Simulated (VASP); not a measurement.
Runs of VASP 6.6.1 on LiBr. The structure is cubic, space group Fm-3m (No. 225). The conventional cell has a = 5.479 Å, b = 5.479 Å, c = 5.479 Å, α = 90.00°, β = 90.00°, γ = 90.00°. Li (site symmetry m-3m) has 6 Br at 2.74 Å within 3.6 Å. Within 3.6 Å of Br (site symmetry m-3m) lie 6 Li at 2.74 Å. 

```csv
level,potentials or basis,k mesh,cutoff (eV),grid for exact exchange (PRECFOCK),share of exact exchange,screening parameter,gap on the mesh (eV),pressure (GPa)
LDA,"VASP PAW LDA potentials, release 64 (Li_sv, Br)",4 × 4 × 4,750,-,-,-,(c),-2.4
HSE06,"VASP PAW PBE potentials, release 64 (Li_sv, Br)",4 × 4 × 4,650,Normal,0.25,0.2079 1/Å,6.21,-0.1
r2SCAN,"VASP PAW PBE potentials, release 64 (Li_sv, Br)",4 × 4 × 4,830,-,-,-,(a),-0.3
PBE,"VASP PAW PBE potentials, release 64 (Li_sv, Br)",6 × 6 × 6,750,-,-,-,4.99,0.4
PBE,"VASP PAW PBE potentials, release 64 (Li_sv, Br)",4 × 4 × 4,750,-,-,-,4.99,(b)
```

Alike in all rows: task single point; no spin polarisation; cell as given; smearing gaussian 0.01 eV.

Problem. Fill in the values left out.

Solution. (a) 5.93; (b) 0.6; (c) 4.71.

Caveats: some runs use coarse meshes; the PAW data sets were made with another functional, which shifts forces and pressure a little (at least some runs).

A k mesh can miss the band edges, and the runs leave out spin-orbit coupling on Br.
